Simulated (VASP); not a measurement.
# VH2 (I4/mmm) in VASP: further runs

VH2 is run at these levels: PBEsol; tasks: single point.

Everything below comes from runs of VASP 6.6.1. Logs are shortened: lines on timing, memory, paths and dates and some standing lists are left out, and cuts for length are marked.

## 1. The cell of the first run

Symmetry: I4/mmm, No. 139, tetragonal system. The conventional cell has a = 2.856 Å, b = 2.856 Å, c = 4.239 Å, α = 90.00°, β = 90.00°, γ = 90.00°. Within 2.4 Å of V (site symmetry 4/mmm) lie 8 H at 1.78 Å. H (site symmetry -4m2) has 4 V at 1.78 Å and 6 H at 2.02 to 2.12 Å within 2.4 Å.

## 2. Single point, PBEsol (biaxial strain in the a-b plane: -3.0 %)

INCAR

```
PREC = Accurate ; ENCUT = 520
EDIFF = 1E-7 ; ISMEAR = 0
SIGMA = 0.1 ; LREAL = False
LASPH = True ; NELM = 100
ALGO = Normal ; ISIF = 2
LWAVE = False ; LCHARG = False
GGA = PS ; NBANDS = 24
```

KPOINTS

```
regular mesh
0
Gamma
  12 12 8
```

POSCAR

```
VH2
1.0
    2.0196255882      2.0196255882      0.0000000000
   -2.0196255882      2.0196255882      0.0000000000
    0.0000000000      0.0000000000      4.2391316470
V H
2 4
Direct
    0.0000000000      0.0000000000      0.0000000000
    0.5000000000      0.5000000000      0.5000000000
    0.0000000000      0.5000000000      0.7500000000
    0.5000000000      0.0000000000      0.7500000000
    0.5000000000      0.0000000000      0.2500000000
    0.0000000000      0.5000000000      0.2500000000
```

Potentials or basis: VASP PAW PBE potentials, release 64 (V_sv, H).

Started as:

```console
> cat potpaw_PBE.64/V_sv/POTCAR potpaw_PBE.64/H/POTCAR > POTCAR
> mpirun -np 1 vasp_std > vasp.out
```

OUTCAR:

```text
PREC = Accurate
   ENCUT = 520
   EDIFF = 1E-7
   ISMEAR = 0
   LREAL = False
   LASPH = True
   NELM = 100
   ISIF = 2
   GGA = PS

 ion  position               nearest neighbor table
   1  0.000  0.000  0.000-   3 1.78   4 1.78   5 1.78   6 1.78   3 1.78   6 1.78   4 1.78   5 1.78

   2  0.500  0.500  0.500-   3 1.78   4 1.78   5 1.78   6 1.78   4 1.78   5 1.78   3 1.78   6 1.78

   3  0.000  0.500  0.750-   1 1.78   2 1.78   1 1.78   2 1.78
   4  0.500  0.000  0.750-   1 1.78   2 1.78   2 1.78   1 1.78
   5  0.500  0.000  0.250-   1 1.78   2 1.78   2 1.78   1 1.78
   6  0.000  0.500  0.250-   1 1.78   2 1.78   1 1.78   2 1.78

  LATTYP: Found a simple tetragonal cell.
 ALAT       =     2.8561818977
 C/A-ratio  =     1.4841952644

  Lattice vectors:

 A1 = (   2.0196255882,   2.0196255882,   0.0000000000)
 A2 = (  -2.0196255882,   2.0196255882,   0.0000000000)
 A3 = (   0.0000000000,   0.0000000000,   4.2391316470)

Analysis of symmetry for initial positions (statically):
=====================================================================
 Subroutine PRICEL returns following result:

  LATTYP: Found a body centered tetragonal cell.
 ALAT       =     2.8561818977
 C/A-ratio  =     1.4841952644

  Lattice vectors:

 A1 = (   2.0196255882,   0.0000000000,  -2.1195658235)
 A2 = (  -2.0196255882,   0.0000000000,  -2.1195658235)
 A3 = (   0.0000000000,   2.0196255882,   2.1195658235)

   2 primitive cells build up your supercell.

 Routine SETGRP: Setting up the symmetry group for a
 simple tetragonal supercell.

 Subroutine GETGRP returns: Found 16 space group operations
 (whereof 16 operations were pure point group operations)
 out of a pool of 16 trial point group operations.

The static configuration has the point symmetry D_4h.

Analysis of symmetry for dynamics (positions and initial velocities):
=====================================================================
 Subroutine PRICEL returns following result:

  LATTYP: Found a body centered tetragonal cell.
 ALAT       =     2.8561818977
 C/A-ratio  =     1.4841952644

  Lattice vectors:

 A1 = (   2.0196255882,   0.0000000000,  -2.1195658235)
 A2 = (  -2.0196255882,   0.0000000000,  -2.1195658235)
 A3 = (   0.0000000000,   2.0196255882,   2.1195658235)

   2 primitive cells build up your supercell.

 Routine SETGRP: Setting up the symmetry group for a
 simple tetragonal supercell.

 Subroutine GETGRP returns: Found 16 space group operations
 (whereof 16 operations were pure point group operations)
 out of a pool of 16 trial point group operations.

The dynamic configuration has the point symmetry D_4h.

 Subroutine INISYM returns: Found 16 space group operations
 (whereof 16 operations are pure point group operations),
 and found     2 'primitive' translations

----------------------------------------------------------------------------------------

                                     Primitive cell

  volume of cell :      17.2909

  direct lattice vectors                    reciprocal lattice vectors
     2.019625588  0.000000000 -2.119565824     0.247570640  0.247570640 -0.235897368
    -2.019625588  0.000000000 -2.119565823    -0.247570640  0.247570640 -0.235897368
     0.000000000  2.019625588  2.119565823     0.000000000  0.495141281  0.000000000

  length of vectors
     2.927703331  2.927703331  2.927703331     0.422172965  0.422172965  0.495141281

  position of ions in fractional coordinates (direct lattice)
     0.000000000  0.000000000  0.000000000
     0.250000000  0.750000000  0.500000000
     0.750000000  0.250000000  0.500000000

  ion indices of the primitive-cell ions
   primitive index   ion index
                 1           1
                 2           3
                 3           4

----------------------------------------------------------------------------------------

 KPOINTS: regular mesh

Automatic generation of k-mesh.
 Grid dimensions read from file:
 generate k-points for:   12   12    8

 Generating k-lattice:

  Cartesian coordinates                     Fractional coordinates (reciprocal lattice)
     0.020630887  0.020630887  0.000000000     0.083333333  0.000000000  0.000000000
    -0.020630887  0.020630887  0.000000000     0.000000000  0.083333333  0.000000000
     0.000000000  0.000000000  0.029487171     0.000000000  0.000000000  0.125000000

  Length of vectors
     0.029176480  0.029176480  0.029487171

  Shift w.r.t. Gamma in fractional coordinates (k-lattice)
     0.000000000  0.000000000  0.000000000

 Subroutine IBZKPT returns following result:
 ===========================================

 Found    140 irreducible k-points:

 Following reciprocal coordinates:
            Coordinates               Weight
  0.000000  0.000000  0.000000      1.000000
  0.083333  0.000000  0.000000      4.000000
  0.166667  0.000000  0.000000      4.000000
  0.250000  0.000000  0.000000      4.000000
  0.333333  0.000000  0.000000      4.000000
  0.416667  0.000000  0.000000      4.000000
[... 16 lines left out ...]
  0.333333  0.333333  0.000000      4.000000
  0.416667  0.333333  0.000000      8.000000
 [... further k-points ...]
   k-points           NKPTS =    140   k-points in BZ     NKDIM =    140   number of bands    NBANDS=     24
   number of dos      NEDOS =    301   number of ions     NIONS =      6
   total plane-waves  NPLWV =  18432
   dimension x,y,z NGX =    24 NGY =   24 NGZ =   32
   dimension x,y,z NGXF=    48 NGYF=   48 NGZF=   64
   ions per type =               2   4
   NGX,Y,Z   is equivalent  to a cutoff of  13.97, 13.97, 12.55 a.u.
   NGXF,Y,Z  is equivalent  to a cutoff of  27.94, 27.94, 25.10 a.u.
 SYSTEM =  unknown system
   PREC   = accura    normal or accurate (medium, high low for compatibility)
   ISTART =      0    job   : 0-new  1-cont  2-samecut
   ICHARG =      2    charge: 1-file 2-atom 10-const
   ISPIN  =      1    spin polarized calculation?
   LNONCOLLINEAR =      F non collinear calculations
   LSORBIT =      F    spin-orbit coupling
   LASPH  =      T    aspherical Exc in radial PAW
   ENCUT  =  520.0 eV  38.22 Ry    6.18 a.u.   5.31  5.31  7.88*2*pi/ulx,y,z
   NELM   =    100;   NELMIN=  2; NELMDL= -5     # of ELM steps
   EDIFF  = 0.1E-06   stopping-criterion for ELM
   LREAL  =      F    real-space projection
   EDIFFG = 0.1E-05   stopping-criterion for IOM
   NSW    =      0    number of steps for IOM
   IBRION =     -1    ionic relax: 0-MD 1-quasi-New 2-CG
   NFREE  =      0    steps in history (QN), initial steepest desc. (CG)
   ISIF   =      2    stress and relaxation
   ISYM   =      2    0-nonsym 1-usesym 2-fastsym
   POTIM  = 0.5000    time-step for ionic-motion
   TEBEG  =    0.0;   TEEND  =   0.0 temperature during run
   PSTRESS=    0.0 pullay stress
   NELECT =      30.0000    total number of electrons
   NUPDOWN=      -1.0000    fix difference up-down
   EMIN   =  10.00;   EMAX   =-10.00  energy-range for DOS
   EFERMI =   0.00;   METHOD = LEGACY
   ISMEAR =     0;   SIGMA  =   0.10  broadening in eV -4-tet -1-fermi 0-gaus
   EFERMI_NEDOS =   21; number of points for ismear=-14 and -15
   IALGO  =     38    algorithm
   IMIX   =      4    mixing-type and parameters
     AMIX     =   0.40;   BMIX     =  1.00
     AMIX_MAG =   1.60;   BMIX_MAG =  1.00
  volume/ion in A,a.u.               =       5.76        38.90
  Fermi-wavevector in a.u.,A,eV,Ry     =   1.561346  2.950515 33.168283  2.437800
  Thomas-Fermi vector in A             =   2.664424
   LORBIT       =      0    0 simple, 1 ext, 2 COOP (PROOUT), +10 PAW based schemes
   GGA     = PS    functional components
   LHFCALC =     F    Hartree Fock is set to
   AEXX    =    0.0000 exact exchange contribution
   IVDW    =     0    specifies the selected vdW correction
   LEPSILON=     F    determine dielectric tensor
   LRPA    =     F    only Hartree local field effects (RPA)
 non-spin polarized calculation
 Gauss-broadening in eV      SIGMA  =   0.10
  energy-cutoff  :      520.00
  volume of cell :       34.58
 maximum number of plane-waves:       960
 NGX is ok and might be reduce to    24
   NGX = 11   NGY = 11   NGZ = 15

 number of electron      29.9999986 magnetization

 Free energy of the ion-electron system (eV)
  ---------------------------------------------------
  ext. energy  EPLUGINS =         0.00000000
  ---------------------------------------------------
  free energy    TOTEN  =       -34.09314889 eV

  energy without entropy =      -34.07950435  energy(sigma->0) =      -34.08632662

 E-fermi :   9.2899     XC(G=0): -12.8950

 val. band max:        9.2754430222   @ k =   0.3333   0.2500   0.2500
 cond. band min:       9.2977457314   @ k =   0.2500   0.2500   0.2500
 fundamental gap:      0.0223027092
 Fermi energy:         9.2898957953

 k-point     1 :       0.0000    0.0000    0.0000
  band No.  band energies     occupation
      1     -54.9558      2.00000
      2     -54.8574      2.00000
      3     -29.2058      2.00000
      4     -28.8318      2.00000
      5     -28.8318      2.00000
      6     -28.7160      2.00000
[... 16 lines left out ...]
     23      18.1360      0.00000
     24      18.3649      0.00000

 k-point     2 :       0.0833    0.0000    0.0000
  band No.  band energies     occupation
      1     -54.9520      2.00000
      2     -54.8569      2.00000
      3     -29.1946      2.00000
      4     -28.8507      2.00000
      5     -28.8277      2.00000
      6     -28.7214      2.00000
[... 16 lines left out ...]
     23      16.7635      0.00000
     24      18.6593      0.00000

 k-point     3 :       0.1667    0.0000    0.0000
  band No.  band energies     occupation
      1     -54.9411      2.00000
      2     -54.8558      2.00000
      3     -29.1623      2.00000
      4     -28.9015      2.00000
      5     -28.8161      2.00000
      6     -28.7770      2.00000
[... 16 lines left out ...]
     23      16.4585      0.00000
     24      19.4659      0.00000
[... 514 lines left out ...]
 k-point    23 :       0.3333    0.3333    0.0000
  band No.  band energies     occupation
      1     -54.8705      2.00000
      2     -54.8457      2.00000
      3     -29.0966      2.00000
      4     -29.0668      2.00000
      5     -28.9557      2.00000
      6     -28.8827      2.00000
[... 16 lines left out ...]
     23      17.0859      0.00000
     24      17.5131      0.00000

 k-point    24 :       0.4167    0.3333    0.0000
  band No.  band energies     occupation
      1     -54.8587      2.00000
      2     -54.8458      2.00000
      3     -29.1299      2.00000
      4     -29.1148      2.00000
      5     -28.9176      2.00000
      6     -28.8814      2.00000
[... 16 lines left out ...]
     23      17.1047      0.00000
     24      17.6842      0.00000

 [... further k-points ...]

------------------------ aborting loop because EDIFF is reached ----------------------------------------

  FORCE on cell =-STRESS in cart. coord.  units (eV):
  Direction    XX          YY          ZZ          XY          YZ          ZX
  --------------------------------------------------------------------------------------
  -------------------------------------------------------------------------------------
  Total        2.6225967      2.6225967      0.6232482      0.0000000      0.0000000     -0.0000000
  in kB      121.5048086    121.5048086     28.8750661      0.0000000      0.0000000     -0.0000000
  external PRESSURE =      90.6282277 kB  Pullay stress =       0.0000000 kB

 VOLUME and BASIS-vectors are now :
 -----------------------------------------------------------------------------
  energy-cutoff  :      520.00
  volume of cell :       34.58
      direct lattice vectors                 reciprocal lattice vectors
     2.019625588  2.019625588  0.000000000     0.247570640  0.247570640  0.000000000
    -2.019625588  2.019625588  0.000000000    -0.247570640  0.247570640  0.000000000
     0.000000000  0.000000000  4.239131647     0.000000000  0.000000000  0.235897368

 POSITION                                       TOTAL-FORCE (eV/Angst)
 -----------------------------------------------------------------------------------
      0.00000      0.00000      0.00000         0.000000     -0.000000     -0.000000
      0.00000      2.01963      2.11957         0.000000      0.000000      0.000000
     -1.00981      1.00981      3.17935        -0.000000     -0.000000     -0.000000
      1.00981      1.00981      3.17935        -0.000000     -0.000000      0.000000
      1.00981      1.00981      1.05978        -0.000000     -0.000000     -0.000000
     -1.00981      1.00981      1.05978        -0.000000     -0.000000     -0.000000
 -----------------------------------------------------------------------------------
    total drift:                               -0.000000      0.000000     -0.000000

  FREE ENERGIE OF THE ION-ELECTRON SYSTEM (eV)
  ---------------------------------------------------
  free  energy   TOTEN  =       -34.0931488908 eV

  energy  without entropy=      -34.0795043471  energy(sigma->0) =      -34.08632662
```

It took 30 s on 1 thread of Intel Xeon 6975P-C (Granite Rapids), shared host; peak memory 0.22 GiB.

Results:

```yaml
Free_energy: -34.0931 eV
Pressure: 9.1 GPa
Band_gap_on_the_k_mesh: zero (bands 15 and 16 overlap by 2.68 eV)
```

Caveat: the cell differs from its parent crystal (biaxial strain in the a-b plane: -3.0 %); the cell stands under pressure; the PAW data sets were made with another functional, which shifts forces and pressure a little.

## 3. Single point, PBEsol (biaxial strain in the a-b plane: -3.0 %, then relaxed in part)

INCAR

```
SYSTEM = VH2
  PREC = Accurate
  ENCUT = 520
  EDIFF = 1E-7
  ISMEAR = 0
  SIGMA = 0.1
  LREAL = .False.
  LASPH = .True.
  NELM = 60
  ALGO = Normal
  ISIF = 2
  LWAVE = .False.
  LCHARG = .False.
  GGA = PS
  NBANDS = 24
```

KPOINTS

```
Automatic mesh
0
Gamma
  12 12 8
  0 0 0
```

Changes to POSCAR since step 2:

```diff
@@ -4,3 +4,3 @@
    -2.0196255882      2.0196255882      0.0000000000
-    0.0000000000      0.0000000000      4.2391316470
+    0.0000000000      0.0000000000      4.2736060869
 V H
```

Potentials or basis: VASP PAW PBE potentials, release 64 (V_sv, H).

Started as:

```console
> cat potpaw_PBE.64/V_sv/POTCAR potpaw_PBE.64/H/POTCAR > POTCAR
> mpirun -np 1 vasp_std > vasp.out
```

It took 30 s on 1 thread of Intel Xeon 6975P-C (Granite Rapids), shared host; peak memory 0.22 GiB.

Results (log left out):

* Free energy: -34.0963 eV
* Pressure: 7.3 GPa
* Band gap on the k mesh: zero (bands 15 and 16 overlap by 2.59 eV)

Stress tensor (GPa, compression positive):
```
10.82  0.00  0.00
 0.00 10.82  0.00
 0.00  0.00  0.16
```

Levels at points of the mesh, in eV from the Fermi level:
```
           k point  band 13  band 14  band 15  band 16  band 17  band 18
(0.00, 0.00, 0.00)    -1.30    -0.97    -0.97     0.59     1.09     1.43
(0.50, 0.00, 0.00)    -1.71    -1.71     0.18     0.18     0.50     0.50
(0.50, 0.50, 0.00)    -4.02    -4.02     1.66     1.66     1.80     1.80
(0.00, 0.00, 0.50)    -1.19    -1.19     0.11     0.11     0.11     0.11
(0.50, 0.00, 0.50)    -1.18    -1.18    -0.73    -0.73     1.63     1.63
(0.50, 0.50, 0.50)    -3.08    -3.08     0.22     0.22     2.06     2.06
```

Caveat: the cell differs from its parent crystal (biaxial strain in the a-b plane: -3.0 %, then relaxed in part); the cell stands under pressure; the PAW data sets were made with another functional, which shifts forces and pressure a little.

## 4. Single point, PBEsol (biaxial strain in the a-b plane: -2.0 %)

INCAR

```
ALGO     = Normal         # electronic algorithm
EDIFF    = 1E-6           # SCF threshold, eV
ENCUT    = 520            # plane-wave cutoff, eV
GGA      = PS             # functional
ISIF     = 2              # what is computed and relaxed
ISMEAR   = 0              # smearing method
LASPH    = T              # aspherical terms in the spheres
LCHARG   = F              # write CHGCAR
LREAL    = F              # projectors in reciprocal space
LWAVE    = F              # write WAVECAR
NBANDS   = 24             # bands
NELM     = 60             # most SCF steps
PREC     = Accurate       # precision mode
SIGMA    = 0.1            # smearing width, eV
```

KPOINTS

```
k-points
0
Gamma
  12 12 8
```

Changes to POSCAR since step 3:

```diff
@@ -2,5 +2,5 @@
 1.0
-    2.0196255882      2.0196255882      0.0000000000
-   -2.0196255882      2.0196255882      0.0000000000
-    0.0000000000      0.0000000000      4.2736060869
+    2.0404464706      2.0404464706      0.0000000000
+   -2.0404464706      2.0404464706      0.0000000000
+    0.0000000000      0.0000000000      4.2141465882
 V H
```

Started as:

```console
> cat potpaw_PBE.64/V_sv/POTCAR potpaw_PBE.64/H/POTCAR > POTCAR
> mpirun -np 1 vasp_std > vasp.out
```

Wall time 30 s (1 thread of Intel Xeon 6975P-C (Granite Rapids), shared host); peak memory 0.22 GiB.

The run converged. Its results:

```yaml
Free_energy: -34.1357 eV
Pressure: 5.9 GPa
Band_gap_on_the_k_mesh: zero (bands 15 and 16 overlap by 2.70 eV)
```

Stress tensor (GPa, compression positive):
```
7.91 0.00 0.00
0.00 7.91 0.00
0.00 0.00 1.78
```

Levels at points of the mesh, in eV from the Fermi level:
```
           k point  band 11  band 12  band 13  band 14  band 15  band 16  band 17  band 18  band 19  band 20
(0.00, 0.00, 0.00)    -5.98    -4.02    -1.20    -1.01    -1.01     0.71     0.99     1.40     1.82     1.82
(0.50, 0.00, 0.00)    -5.88    -5.88    -1.69    -1.69     0.14     0.14     0.46     0.46     2.43     2.43
(0.50, 0.50, 0.00)    -5.48    -5.48    -3.99    -3.99     1.73     1.73     1.81     1.81     1.95     1.95
(0.00, 0.00, 0.50)    -4.93    -4.93    -1.04    -1.04     0.06     0.06     0.06     0.06     1.40     1.40
(0.50, 0.00, 0.50)    -5.69    -5.69    -1.07    -1.07    -0.82    -0.82     1.66     1.66     1.76     1.76
(0.50, 0.50, 0.50)    -6.31    -6.31    -3.02    -3.02     0.28     0.28     1.95     1.95     3.85     3.85
```

Caveat: the cell differs from its parent crystal (biaxial strain in the a-b plane: -2.0 %); the cell stands under pressure; the PAW data sets were made with another functional, which shifts forces and pressure a little.

[end of part 1 of 2]
